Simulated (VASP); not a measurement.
# Zr (Fm-3m) in VASP: further runs, part 2 of 2

VASP 6.6.1. The steps go on from the part before.

### Step 3. Single point, PBE

This run uses another cell than the first one, of 22.30 Å³/atom.

Contents of INCAR:

```
SYSTEM = Zr
  ALGO = Normal
  EDIFF = 1E-7
  ENCUT = 520
  GGA = PE
  ISIF = 2
  ISMEAR = -1
  LASPH = .True.
  LCHARG = .False.
  LREAL = .False.
  LWAVE = .False.
  NBANDS = 12
  NELM = 80
  PREC = Accurate
  SIGMA = 0.06122561905347299
```

Contents of KPOINTS:

```
k-points
0
Gamma
  41 41 41
  0 0 0
```

Contents of POSCAR:

```
Zr
1.0
    0.0000000000      2.2339649492      2.2339649492
    2.2339649492      0.0000000000      2.2339649492
    2.2339649492      2.2339649492      0.0000000000
Zr
1
Direct
    0.0000000000      0.0000000000      0.0000000000
```

Potentials or basis: VASP PAW PBE potentials, release 64 (Zr_sv).

Command:

```
cat potpaw_PBE.64/Zr_sv/POTCAR > POTCAR
mpirun -np 1 vasp_std > vasp.out
```

OUTCAR:

```text
SYSTEM = Zr
   EDIFF = 1E-7
   ENCUT = 520
   GGA = PE
   ISIF = 2
   ISMEAR = -1
   LASPH = .True.
   LREAL = .False.
   NELM = 80
   PREC = Accurate

 ion  position               nearest neighbor table
   1  0.000  0.000  0.000-

  LATTYP: Found a face centered cubic cell.
 ALAT       =     4.4679298984

  Lattice vectors:

 A1 = (   0.0000000000,   2.2339649492,   2.2339649492)
 A2 = (   2.2339649492,   0.0000000000,   2.2339649492)
 A3 = (   2.2339649492,   2.2339649492,   0.0000000000)

Analysis of symmetry for initial positions (statically):
=====================================================================
 Subroutine PRICEL returns:
 Original cell was already a primitive cell.

 Routine SETGRP: Setting up the symmetry group for a
 face centered cubic supercell.

 Subroutine GETGRP returns: Found 48 space group operations
 (whereof 48 operations were pure point group operations)
 out of a pool of 48 trial point group operations.

The static configuration has the point symmetry O_h .

Analysis of symmetry for dynamics (positions and initial velocities):
=====================================================================
 Subroutine PRICEL returns:
 Original cell was already a primitive cell.

 Routine SETGRP: Setting up the symmetry group for a
 face centered cubic supercell.

 Subroutine GETGRP returns: Found 48 space group operations
 (whereof 48 operations were pure point group operations)
 out of a pool of 48 trial point group operations.

The dynamic configuration has the point symmetry O_h .

 Subroutine INISYM returns: Found 48 space group operations
 (whereof 48 operations are pure point group operations),
 and found     1 'primitive' translations

----------------------------------------------------------------------------------------

                                     Primitive cell

  volume of cell :      22.2976

  direct lattice vectors                    reciprocal lattice vectors
     0.000000000  2.233964949  2.233964949    -0.223817299  0.223817299  0.223817299
     2.233964949  0.000000000  2.233964949     0.223817299 -0.223817299  0.223817299
     2.233964949  2.233964949  0.000000000     0.223817299  0.223817299 -0.223817299

  length of vectors
     3.159303529  3.159303529  3.159303529     0.387662933  0.387662933  0.387662933

  position of ions in fractional coordinates (direct lattice)
     0.000000000  0.000000000  0.000000000

  ion indices of the primitive-cell ions
   primitive index   ion index
                 1           1

----------------------------------------------------------------------------------------

 KPOINTS: k-points

Automatic generation of k-mesh.
 Grid dimensions read from file:
 generate k-points for:   41   41   41

 Generating k-lattice:

  Cartesian coordinates                     Fractional coordinates (reciprocal lattice)
    -0.005458959  0.005458959  0.005458959     0.024390244  0.000000000  0.000000000
     0.005458959 -0.005458959  0.005458959     0.000000000  0.024390244  0.000000000
     0.005458959  0.005458959 -0.005458959     0.000000000  0.000000000  0.024390244

  Length of vectors
     0.009455193  0.009455193  0.009455193

  Shift w.r.t. Gamma in fractional coordinates (k-lattice)
     0.000000000  0.000000000  0.000000000

 Subroutine IBZKPT returns following result:
 ===========================================

 Found   1771 irreducible k-points:

 Following reciprocal coordinates:
            Coordinates               Weight
  0.000000  0.000000  0.000000      1.000000
  0.024390  0.000000  0.000000      8.000000
  0.048780  0.000000  0.000000      8.000000
  0.073171  0.000000  0.000000      8.000000
  0.097561  0.000000  0.000000      8.000000
  0.121951  0.000000  0.000000      8.000000
[... 16 lines left out ...]
  0.048780  0.024390  0.000000     24.000000
  0.073171  0.024390  0.000000     24.000000
 [... further k-points ...]
   k-points           NKPTS =   1771   k-points in BZ     NKDIM =   1771   number of bands    NBANDS=     12
   number of dos      NEDOS =    301   number of ions     NIONS =      1
   total plane-waves  NPLWV =  13824
   dimension x,y,z NGX =    24 NGY =   24 NGZ =   24
   dimension x,y,z NGXF=    48 NGYF=   48 NGZF=   48
   ions per type =               1
   NGX,Y,Z   is equivalent  to a cutoff of  12.63, 12.63, 12.63 a.u.
   NGXF,Y,Z  is equivalent  to a cutoff of  25.26, 25.26, 25.26 a.u.
 SYSTEM =  Zr
   PREC   = accura    normal or accurate (medium, high low for compatibility)
   ISTART =      0    job   : 0-new  1-cont  2-samecut
   ICHARG =      2    charge: 1-file 2-atom 10-const
   ISPIN  =      1    spin polarized calculation?
   LNONCOLLINEAR =      F non collinear calculations
   LSORBIT =      F    spin-orbit coupling
   LASPH  =      T    aspherical Exc in radial PAW
   ENCUT  =  520.0 eV  38.22 Ry    6.18 a.u.   5.87  5.87  5.87*2*pi/ulx,y,z
   NELM   =     80;   NELMIN=  2; NELMDL= -5     # of ELM steps
   EDIFF  = 0.1E-06   stopping-criterion for ELM
   LREAL  =      F    real-space projection
   EDIFFG = 0.1E-05   stopping-criterion for IOM
   NSW    =      0    number of steps for IOM
   IBRION =     -1    ionic relax: 0-MD 1-quasi-New 2-CG
   NFREE  =      0    steps in history (QN), initial steepest desc. (CG)
   ISIF   =      2    stress and relaxation
   ISYM   =      2    0-nonsym 1-usesym 2-fastsym
   POTIM  = 0.5000    time-step for ionic-motion
   TEBEG  =    0.0;   TEEND  =   0.0 temperature during run
   PSTRESS=    0.0 pullay stress
   NELECT =      12.0000    total number of electrons
   NUPDOWN=      -1.0000    fix difference up-down
   EMIN   =  10.00;   EMAX   =-10.00  energy-range for DOS
   EFERMI =   0.00;   METHOD = LEGACY
   ISMEAR =    -1;   SIGMA  =   0.06  broadening in eV -4-tet -1-fermi 0-gaus
   EFERMI_NEDOS =   21; number of points for ismear=-14 and -15
   IALGO  =     38    algorithm
   IMIX   =      4    mixing-type and parameters
     AMIX     =   0.40;   BMIX     =  1.00
     AMIX_MAG =   1.60;   BMIX_MAG =  1.00
  volume/ion in A,a.u.               =      22.30       150.47
  Fermi-wavevector in a.u.,A,eV,Ry     =   1.331626  2.516408 24.126225  1.773227
  Thomas-Fermi vector in A             =   2.460623
   LORBIT       =      0    0 simple, 1 ext, 2 COOP (PROOUT), +10 PAW based schemes
   GGA     = PE    functional components
   LHFCALC =     F    Hartree Fock is set to
   AEXX    =    0.0000 exact exchange contribution
   IVDW    =     0    specifies the selected vdW correction
   LEPSILON=     F    determine dielectric tensor
   LRPA    =     F    only Hartree local field effects (RPA)
 non-spin polarized calculation
  energy-cutoff  :      520.00
  volume of cell :       22.30
 maximum number of plane-waves:       612
   NGX = 11   NGY = 11   NGZ = 11

 number of electron      12.0000000 magnetization

 Free energy of the ion-electron system (eV)
  ---------------------------------------------------
  ext. energy  EPLUGINS =         0.00000000
  ---------------------------------------------------
  free energy    TOTEN  =        -8.47967821 eV

  energy without entropy =       -8.46202695  energy(sigma->0) =       -8.47085258

 E-fermi :   9.3756     XC(G=0): -11.2796

 val. band max:        9.3733744873   @ k =  -0.2927   0.2195   0.0488
 cond. band min:       9.3761970486   @ k =  -0.2195   0.2439   0.0732
 fundamental gap:      0.0028225613
 Fermi energy:         9.3756209323

 k-point     1 :       0.0000    0.0000    0.0000
  band No.  band energies     occupation
      1     -39.2493      2.00000
      2     -16.7016      2.00000
      3     -16.7016      2.00000
      4     -16.7016      2.00000
      5       3.7538      2.00000
      6      10.3673      0.00000
      7      10.3673      0.00000
      8      10.3673      0.00000
      9      12.9180      0.00000
     10      12.9180      0.00000
     11      19.9583      0.00000
     12      24.3001      0.00000
[... 331 lines left out ...]
 k-point    24 :       0.0732    0.0244    0.0000
  band No.  band energies     occupation
      1     -39.2417      2.00000
      2     -16.7532      2.00000
      3     -16.7118      2.00000
      4     -16.7078      2.00000
      5       3.9150      2.00000
      6      10.2083      0.00000
      7      10.4450      0.00000
      8      10.4516      0.00000
      9      12.7708      0.00000
     10      12.9074      0.00000
     11      20.3072      0.00000
     12      23.6902      0.00000

 [... further k-points ...]

------------------------ aborting loop because EDIFF is reached ----------------------------------------

  FORCE on cell =-STRESS in cart. coord.  units (eV):
  Direction    XX          YY          ZZ          XY          YZ          ZX
  --------------------------------------------------------------------------------------
  -------------------------------------------------------------------------------------
  Total        0.5374525      0.5374525      0.5374525      0.0000000      0.0000000     -0.0000000
  in kB       38.6181660     38.6181660     38.6181660      0.0000000      0.0000000     -0.0000000
  external PRESSURE =      38.6181660 kB  Pullay stress =       0.0000000 kB

 VOLUME and BASIS-vectors are now :
 -----------------------------------------------------------------------------
  energy-cutoff  :      520.00
  volume of cell :       22.30
      direct lattice vectors                 reciprocal lattice vectors
     0.000000000  2.233964949  2.233964949    -0.223817299  0.223817299  0.223817299
     2.233964949  0.000000000  2.233964949     0.223817299 -0.223817299  0.223817299
     2.233964949  2.233964949  0.000000000     0.223817299  0.223817299 -0.223817299

 POSITION                                       TOTAL-FORCE (eV/Angst)
 -----------------------------------------------------------------------------------
      0.00000      0.00000      0.00000         0.000000      0.000000      0.000000
 -----------------------------------------------------------------------------------
    total drift:                                0.000000     -0.000000     -0.000000

  FREE ENERGIE OF THE ION-ELECTRON SYSTEM (eV)
  ---------------------------------------------------
  free  energy   TOTEN  =        -8.4796782093 eV

  energy  without entropy=       -8.4620269545  energy(sigma->0) =       -8.47085258
```

stdout:

```text
POSCAR found type information on POSCAR Zr
 POSCAR found :  1 types and       1 ions
 scaLAPACK will be used
 LDA part: xc-table for (Slater+PW92), standard interpolation
 POSCAR, INCAR and KPOINTS ok, starting setup
 FFT: planning ... GRIDC
 FFT: planning ... GRID_SOFT
 FFT: planning ... GRID
 WAVECAR not read
 entering main loop
```

Wall time 2.1 min (1 thread of Intel Xeon 6975P-C (Granite Rapids), shared host); peak memory 0.52 GiB.

What came out:

| Property | Result |
| --- | --- |
| Free energy | -8.4797 eV |
| Pressure | 3.9 GPa |
| Band gap on the k mesh | zero (bands 6 and 7 overlap by 1.67 eV) |

Caveat: the cell stands under pressure.
